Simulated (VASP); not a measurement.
InSb (lda): single point with LDA

InSb (lda):

```xyz
2
Lattice="0.0000 3.2250 3.2250 3.2250 0.0000 3.2250 3.2250 3.2250 0.0000" Properties=species:S:1:pos:R:3 pbc="T T T"
In    0.0000    0.0000    0.0000
Sb    4.8374    4.8374    4.8374
```

```
Program                : VASP 6.6.1
Task                   : single point
Functional             : LDA
Potentials or basis    : VASP PAW LDA potentials, release 64 (In_d, Sb)
Cutoff                 : 500 eV
k mesh                 : 12 × 12 × 12
Occupations            : gaussian, width 0.1 eV
Spin                   : no spin polarisation
Dipole correction      : no
Further INCAR settings : ALGO = Normal; EDIFF = 1e-06; NBANDS = 16
```

| Item | Value |
| --- | --- |
| Pressure | 0.1 GPa |
| Band gap on the k mesh | zero (filled and empty bands touch) |

Levels at points of the mesh, in eV from the Fermi level:
| k point | band 5 | band 6 | band 7 | band 8 | band 9 | band 10 | band 11 | band 12 | band 13 | band 14 |
| --- | --- | --- | --- | --- | --- | --- | --- | --- | --- | --- |
| (0.00, 0.00, 0.00) | -14.55 | -10.91 | -0.34 | -0.05 | -0.05 | -0.05 | 2.85 | 2.85 | 2.85 | 5.50 |
| (0.50, 0.00, 0.00) | -14.55 | -9.51 | -5.79 | -1.09 | -1.09 | 0.39 | 3.72 | 3.72 | 5.88 | 8.14 |
| (0.50, 0.50, 0.00) | -14.54 | -8.88 | -6.09 | -2.37 | -2.37 | 1.17 | 1.19 | 8.07 | 8.07 | 8.68 |

Run time: 29 s on 1 thread of Intel(R) Xeon(R) 6975P-C (Granite Rapids), with other jobs on the host, peak memory 0.22 GiB.

Caveat: spin-orbit coupling is left out, which moves the levels of the heavy elements.
